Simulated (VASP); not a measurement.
# HgTe (rocksalt type) (Fm-3m) in VASP: a series of runs, part 2 of 2

VASP 6.6.1. Earlier steps stand in the parts before.

## Step 3: Relaxation of cell and atoms, PBE, target pressure 4 GPa, at which the enthalpy is minimised

This run uses another cell than the first one, of 26.98 Å³/atom, 1.021 times its volume.

INCAR

```
  PREC = Accurate
  ENCUT = 600
  EDIFF = 1E-6
  ISMEAR = -1
  SIGMA = 0.08
  LREAL = F
  LASPH = T
  NELM = 80
  ALGO = Normal
  ISIF = 3
  LWAVE = F
  LCHARG = F
  GGA = PE
  IBRION = 2
  NSW = 60
  EDIFFG = -0.005
  PSTRESS = 40.0
```

KPOINTS

```
Automatic mesh
0
Gamma
  12 12 12
```

POSCAR

```
HgTe
1.0
    0.0000000000      2.9992470231      2.9992470231
    2.9992470231      0.0000000000      2.9992470231
    2.9992470231      2.9992470231      0.0000000000
Hg Te
1 1
Direct
    0.0000000000      0.0000000000      0.0000000000
    0.5000000000      0.5000000000      0.5000000000
```

Potentials or basis: VASP PAW PBE potentials, release 64 (Hg, Te).

Command:

```
$ cat potpaw_PBE.64/Hg/POTCAR potpaw_PBE.64/Te/POTCAR > POTCAR
$ mpirun -np 1 vasp_std > vasp.out
```

OUTCAR:

```text
PREC = Accurate
   ENCUT = 600
   EDIFF = 1E-6
   ISMEAR = -1
   LREAL = F
   LASPH = T
   NELM = 80
   ISIF = 3
   GGA = PE
   IBRION = 2
   NSW = 60
   EDIFFG = -0.005
   PSTRESS = 40.0

 ion  position               nearest neighbor table
   1  0.000  0.000  0.000-   2 3.00   2 3.00   2 3.00   2 3.00   2 3.00   2 3.00
   2  0.500  0.500  0.500-   1 3.00   1 3.00   1 3.00   1 3.00   1 3.00   1 3.00

  LATTYP: Found a face centered cubic cell.
 ALAT       =     5.9984940462

  Lattice vectors:

 A1 = (   0.0000000000,   2.9992470231,   2.9992470231)
 A2 = (   2.9992470231,   0.0000000000,   2.9992470231)
 A3 = (   2.9992470231,   2.9992470231,   0.0000000000)

Analysis of symmetry for initial positions (statically):
=====================================================================
 Subroutine PRICEL returns:
 Original cell was already a primitive cell.

 Routine SETGRP: Setting up the symmetry group for a
 face centered cubic supercell.

 Subroutine GETGRP returns: Found 48 space group operations
 (whereof 48 operations were pure point group operations)
 out of a pool of 48 trial point group operations.

The static configuration has the point symmetry O_h .

Analysis of symmetry for dynamics (positions and initial velocities):
=====================================================================
 Subroutine PRICEL returns:
 Original cell was already a primitive cell.

 Routine SETGRP: Setting up the symmetry group for a
 face centered cubic supercell.

 Subroutine GETGRP returns: Found 48 space group operations
 (whereof 48 operations were pure point group operations)
 out of a pool of 48 trial point group operations.

The dynamic configuration has the point symmetry O_h .

 Subroutine INISYM returns: Found 48 space group operations
 (whereof 48 operations are pure point group operations),
 and found     1 'primitive' translations

----------------------------------------------------------------------------------------
[... 125 lines left out ...]
 non-spin polarized calculation
  energy-cutoff  :      600.00
  volume of cell :       53.96
 maximum number of plane-waves:      1828
 NGX is ok and might be reduce to    36
   NGX = 17   NGY = 17   NGZ = 17

--------------------------------------- Ionic step        1  -------------------------------------------

 number of electron      18.0000003 magnetization

 Free energy of the ion-electron system (eV)
  ---------------------------------------------------
  ext. energy  EPLUGINS =         0.00000000
  ---------------------------------------------------
  free energy    TOTEN  =        -3.30386318 eV

  energy without entropy =       -3.27901339  energy(sigma->0) =       -3.29143828

------------------------ aborting loop because EDIFF is reached ----------------------------------------

  FORCE on cell =-STRESS in cart. coord.  units (eV):
  Direction    XX          YY          ZZ          XY          YZ          ZX
  --------------------------------------------------------------------------------------
  -------------------------------------------------------------------------------------
  Total        1.4255814      1.4255814      1.4255814     -0.0000000     -0.0000000      0.0000000
  in kB       42.3287935     42.3287935     42.3287935     -0.0000000     -0.0000000      0.0000000
  external PRESSURE =       2.3287935 kB  Pullay stress =      40.0000000 kB
[... 63 lines left out ...]
--------------------------------------- Ionic step        3  -------------------------------------------

 number of electron      18.0000003 magnetization

 Free energy of the ion-electron system (eV)
  ---------------------------------------------------
  ext. energy  EPLUGINS =         0.00000000
  ---------------------------------------------------
  free energy    TOTEN  =        -3.30845522 eV

  energy without entropy =       -3.28353231  energy(sigma->0) =       -3.29599377

 E-fermi :   4.9192     XC(G=0): -10.1006

 val. band max:        4.8411886593   @ k =  -0.1667   0.2500   0.0833
 cond. band min:       4.9260766115   @ k =   0.3333   0.0000   0.0000
 fundamental gap:      0.0848879523
 Fermi energy:         4.9191832812

 k-point     1 :       0.0000    0.0000    0.0000
  band No.  band energies     occupation
      1      -7.4386      2.00000
      2      -1.9564      2.00000
      3      -1.9564      2.00000
      4      -1.8952      2.00000
      5      -1.8952      2.00000
      6      -1.8952      2.00000
      7       4.1613      1.99985
      8       4.1613      1.99985
      9       4.1613      1.99985
     10       4.1731      1.99982
     11      12.5946      0.00000
     12      12.5946      0.00000
     13      12.5946      0.00000
[... 354 lines left out ...]
  band No.  band energies     occupation
      1      -6.0946      2.00000
      2      -2.3430      2.00000
      3      -2.2887      2.00000
      4      -2.0922      2.00000
      5      -1.7033      2.00000
      6      -1.6769      2.00000
      7      -0.6242      2.00000
      8       3.3561      2.00000
      9       4.6905      1.89146
     10       6.7615      0.00000
     11       9.0619      0.00000
     12       9.7477      0.00000
     13      11.6471      0.00000

 [... further k-points ...]
[... 5 lines left out ...]
  --------------------------------------------------------------------------------------
  -------------------------------------------------------------------------------------
  Total        1.3537832      1.3537832      1.3537832      0.0000000      0.0000000      0.0000000
  in kB       40.0643067     40.0643067     40.0643067      0.0000000      0.0000000      0.0000000
  external PRESSURE =       0.0643067 kB  Pullay stress =      40.0000000 kB
[... 21 lines left out ...]
  energy  without entropy=       -3.2835323102  energy(sigma->0) =       -3.29599377

  enthalpy is  TOTEN    =        -1.9568450065 eV   P V=        1.3516102170

 reached required accuracy - stopping structural energy minimisation
```

CONTCAR:

```text
HgTe
   1.00000000000000
    -0.0000000000000000    3.0025530344157785    3.0025530344157785
     3.0025530344157785   -0.0000000000000000    3.0025530344157785
     3.0025530344157785    3.0025530344157785    0.0000000000000000
  Hg              Te
     1     1
Direct
     0.0000000000000000    0.0000000000000000    0.0000000000000000
     0.5000000000000000    0.5000000000000000    0.5000000000000000

  0.00000000E+00  0.00000000E+00  0.00000000E+00
  0.00000000E+00  0.00000000E+00  0.00000000E+00
```

It took 42 s on 1 thread of Intel Xeon 6975P-C (Granite Rapids), shared host; peak memory 0.25 GiB.

Results:

| Property | Result |
| --- | --- |
| Free energy | -3.3085 eV |
| Relaxed volume | 27.07 Å³/atom |
| Relaxed cell | a = 4.246 Å, b = 4.246 Å, c = 4.246 Å, α = 60.00°, β = 60.00°, γ = 60.00° |
| Space group after relaxing (to 0.05 Å) | Fm-3m (No. 225) |
| Energy change on relaxing (the enthalpy is what falls) | -2.3 meV/atom |
| Ionic steps | 3 |
| Pressure after relaxing | 4.0 GPa |
| Band gap on the k mesh | zero (band 9 reaches 5.25 eV, above the bottom of band 10 at 2.48 eV) |

Step by step:
| step | energy change (eV) | largest force (eV/Å) | pressure (GPa) | volume (Å³) |
| --- | --- | --- | --- | --- |
| 1 | 0.0000 | 0.0000 | 4.23 | 53.96 |
| 2 | -0.0077 | 0.0000 | 3.90 | 54.27 |
| 3 | -0.0046 | 0.0000 | 4.01 | 54.14 |

Final structure:
```
CELL_PARAMETERS angstrom
0.00000 3.00255 3.00255
3.00255 0.00000 3.00255
3.00255 3.00255 0.00000
ATOMIC_POSITIONS crystal
Hg 0.00000 0.00000 0.00000
Te 0.50000 0.50000 0.50000
```

Levels at points of the mesh, in eV from the Fermi level:
| k point | band 7 | band 8 | band 9 | band 10 | band 11 | band 12 |
| --- | --- | --- | --- | --- | --- | --- |
| (0.00, 0.00, 0.00) | -0.76 | -0.76 | -0.76 | -0.75 | 7.68 | 7.68 |
| (0.50, 0.00, 0.00) | -5.70 | 0.33 | 0.33 | 2.60 | 3.90 | 3.90 |
| (0.50, 0.50, 0.00) | -4.56 | -2.80 | -2.44 | -2.44 | 4.79 | 9.44 |

Caveat: the cell is relaxed towards a set pressure, so the enthalpy falls and the energy may rise; spin-orbit coupling is left out, which moves the levels of the heavy elements.

## Step 4: Relaxation of cell and atoms, PBE, target pressure 4 GPa, at which the enthalpy is minimised

This run uses another cell than the first one, of 27.00 Å³/atom, 1.022 times its volume.

INCAR

```
SYSTEM = HgTe
PREC = Accurate
ENCUT = 600
EDIFF = 1E-7
ISMEAR = -1
SIGMA = 0.08
LREAL = .False.
LASPH = .True.
NELM = 80
ALGO = Normal
ISIF = 3
LWAVE = .False.
LCHARG = .False.
GGA = PE
IBRION = 2
NSW = 32
EDIFFG = -0.005
PSTRESS = 40.0
```

KPOINTS

```
regular mesh
0
Gamma
  12 12 12
  0 0 0
```

POSCAR

```
HgTe
1.0
    0.0000000000      2.9999517941      2.9999517941
    2.9999517941      0.0000000000      2.9999517941
    2.9999517941      2.9999517941      0.0000000000
Hg Te
1 1
Direct
    0.0000000000      0.0000000000      0.0000000000
    0.5000000000      0.5000000000      0.5000000000
```

Potentials or basis: VASP PAW PBE potentials, release 64 (Hg, Te).

Command:

```
$ cat potpaw_PBE.64/Hg/POTCAR potpaw_PBE.64/Te/POTCAR > POTCAR
$ mpirun -np 1 vasp_std > vasp.out
```

OUTCAR:

```text
SYSTEM = HgTe
   PREC = Accurate
   ENCUT = 600
   EDIFF = 1E-7
   ISMEAR = -1
   LREAL = .False.
   LASPH = .True.
   NELM = 80
   ISIF = 3
   GGA = PE
   IBRION = 2
   NSW = 32
   EDIFFG = -0.005
   PSTRESS = 40.0

 ion  position               nearest neighbor table
   1  0.000  0.000  0.000-   2 3.00   2 3.00   2 3.00   2 3.00   2 3.00   2 3.00
   2  0.500  0.500  0.500-   1 3.00   1 3.00   1 3.00   1 3.00   1 3.00   1 3.00

  LATTYP: Found a face centered cubic cell.
 ALAT       =     5.9999035882

  Lattice vectors:

 A1 = (   0.0000000000,   2.9999517941,   2.9999517941)
 A2 = (   2.9999517941,   0.0000000000,   2.9999517941)
 A3 = (   2.9999517941,   2.9999517941,   0.0000000000)

Analysis of symmetry for initial positions (statically):
=====================================================================
 Subroutine PRICEL returns:
 Original cell was already a primitive cell.

 Routine SETGRP: Setting up the symmetry group for a
 face centered cubic supercell.

 Subroutine GETGRP returns: Found 48 space group operations
 (whereof 48 operations were pure point group operations)
 out of a pool of 48 trial point group operations.

The static configuration has the point symmetry O_h .

[... 169 lines left out ...]
  Total        1.4089616      1.4089616      1.4089616      0.0000000      0.0000000      0.0000000
  in kB       41.8058362     41.8058362     41.8058362      0.0000000      0.0000000      0.0000000
  external PRESSURE =       1.8058362 kB  Pullay stress =      40.0000000 kB
[... 63 lines left out ...]
--------------------------------------- Ionic step        3  -------------------------------------------

 number of electron      18.0000003 magnetization

 Free energy of the ion-electron system (eV)
  ---------------------------------------------------
  ext. energy  EPLUGINS =         0.00000000
  ---------------------------------------------------
  free energy    TOTEN  =        -3.30863962 eV

  energy without entropy =       -3.28371124  energy(sigma->0) =       -3.29617543

 E-fermi :   4.9178     XC(G=0): -10.1000

 val. band max:        4.8398450855   @ k =  -0.1667   0.2500   0.0833
 cond. band min:       4.9247455737   @ k =   0.3333   0.0000   0.0000
 fundamental gap:      0.0849004882
 Fermi energy:         4.9178266067

 k-point     1 :       0.0000    0.0000    0.0000
  band No.  band energies     occupation
      1      -7.4389      2.00000
      2      -1.9580      2.00000
      3      -1.9580      2.00000
      4      -1.8968      2.00000
      5      -1.8968      2.00000
      6      -1.8968      2.00000
      7       4.1602      1.99985
      8       4.1602      1.99985
      9       4.1602      1.99985
     10       4.1711      1.99982
     11      12.5930      0.00000
     12      12.5930      0.00000
     13      12.5930      0.00000
[... 354 lines left out ...]
  band No.  band energies     occupation
      1      -6.0952      2.00000
      2      -2.3442      2.00000
      3      -2.2902      2.00000
      4      -2.0937      2.00000
      5      -1.7050      2.00000
      6      -1.6786      2.00000
      7      -0.6253      2.00000
      8       3.3550      2.00000
      9       4.6892      1.89140
     10       6.7600      0.00000
     11       9.0603      0.00000
     12       9.7462      0.00000
     13      11.6452      0.00000

 [... further k-points ...]
[... 5 lines left out ...]
  --------------------------------------------------------------------------------------
  -------------------------------------------------------------------------------------
  Total        1.3524605      1.3524605      1.3524605     -0.0000000     -0.0000000      0.0000000
  in kB       40.0198277     40.0198277     40.0198277     -0.0000000     -0.0000000      0.0000000
  external PRESSURE =       0.0198277 kB  Pullay stress =      40.0000000 kB
[... 21 lines left out ...]
  energy  without entropy=       -3.2837112378  energy(sigma->0) =       -3.29617543

  enthalpy is  TOTEN    =        -1.9568492401 eV   P V=        1.3517903815

 reached required accuracy - stopping structural energy minimisation
```

OSZICAR:

```text
N       E                     dE             d eps       ncg     rms          rms(c)
DAV:   1     0.117098694008E+03    0.11710E+03   -0.90904E+03  1888   0.138E+03
[... 23 lines left out ...]
       N       E                     dE             d eps       ncg     rms          rms(c)
DAV:   1    -0.330906777237E+01    0.17963E-02   -0.89790E-03  2087   0.118E+00    0.159E-01
DAV:   2    -0.330868108408E+01    0.38669E-03   -0.10016E-03  1947   0.480E-01    0.534E-02
DAV:   3    -0.330864322292E+01    0.37861E-04   -0.97366E-05  1972   0.102E-01    0.492E-02
DAV:   4    -0.330863939255E+01    0.38304E-05   -0.13325E-05  1922   0.281E-02    0.932E-03
DAV:   5    -0.330863938907E+01    0.34793E-08   -0.14799E-06  1937   0.156E-02    0.810E-03
DAV:   6    -0.330863962497E+01   -0.23590E-06   -0.33614E-07  1885   0.592E-03    0.207E-03
DAV:   7    -0.330863962160E+01    0.33701E-08   -0.85012E-08   946   0.399E-03
   3 F= -.19568492E+01 E0= -.19443850E+01  d E =-.838907E-04
```

It took 56 s on 1 thread of Intel Xeon 6975P-C (Granite Rapids), shared host; peak memory 0.25 GiB.

What came out:

* Free energy: -3.3086 eV
* Relaxed volume: 27.07 Å³/atom
* Relaxed cell: a = 4.246 Å, b = 4.246 Å, c = 4.246 Å, α = 60.00°, β = 60.00°, γ = 60.00°
* Space group after relaxing (to 0.05 Å): Fm-3m (No. 225)
* Energy change on relaxing (the enthalpy is what falls): -1.9 meV/atom
* Ionic steps: 3
* Pressure after relaxing: 4.0 GPa
* Band gap on the k mesh: zero (band 9 reaches 5.25 eV, above the bottom of band 10 at 2.48 eV)

Step by step:
```csv
step,energy change (eV),largest force (eV/Å),pressure (GPa),volume (Å³)
1,0.0000,0.0000,4.18,54.00
2,-0.0060,0.0000,3.89,54.24
3,-0.0038,0.0000,4.00,54.15
```

Final structure:
```yaml
crystal:
  lattice:
    - [0.00000, 3.00269, 3.00269]
    - [3.00269, 0.00000, 3.00269]
    - [3.00269, 3.00269, 0.00000]
  atoms:
    - { symbol: Hg, position: [0.00000, 0.00000, 0.00000] }
    - { symbol: Te, position: [0.50000, 0.50000, 0.50000] }
```

Caveat: the cell is relaxed towards a set pressure, so the enthalpy falls and the energy may rise; spin-orbit coupling is left out, which moves the levels of the heavy elements.

## Step 5: Summary

| cell | gap on the mesh (eV) | pressure (GPa) |
| --- | --- | --- |
| relaxed from a = 4.212 Å, angles 60.0°, 2 atoms | none | 0.0 |
| relaxed to 4 GPa from a = 4.242 Å, angles 60.0°, 2 atoms | none | 4.0 |
| relaxed to 4 GPa from a = 4.243 Å, angles 60.0°, 2 atoms | none | 4.0 |

Alike in all rows: task relaxation of cell and atoms; level PBE; potentials or basis VASP PAW PBE potentials, release 64 (Hg, Te); no spin polarisation; k mesh 12 × 12 × 12; cutoff (eV) 600; smearing fermi-dirac 0.08 eV.

Caveats: spin-orbit coupling is left out, which moves the levels of the heavy elements; the cell is relaxed towards a set pressure, so the enthalpy falls and the energy may rise (some runs).

Absolute energies hang on the potentials; compare differences alone.
